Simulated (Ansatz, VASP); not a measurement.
# CuCl: VASP beside Ansatz

```
CELL_PARAMETERS angstrom
0.00000 2.71000 2.71000
2.71000 0.00000 2.71000
2.71000 2.71000 0.00000
ATOMIC_POSITIONS crystal
Cu 0.00000 0.00000 0.00000
Cl 0.25000 0.25000 0.25000
```

Alike in both runs: task single point; functional PBE; k mesh 6 × 6 × 6; occupations fermi-dirac, width 0.02 eV; no spin polarisation.

|  | VASP | Ansatz |
| --- | --- | --- |
| version | VASP 6.6.1 | Ansatz 0.2.0 development build |
| potentials or method | VASP PAW PBE potentials, release 64 (Cu, Cl), cutoff 600 eV | plane waves, all-electron PAW datasets generated for the crystal |

VASP gave:

- gap on the k mesh at the Fermi level (eV): 0.54

Question: What did Ansatz give for the same quantities?

Answer: gap on the k mesh at the Fermi level (eV): 0.53.

Ansatz ran all-electron here, and VASP with PAW potentials.
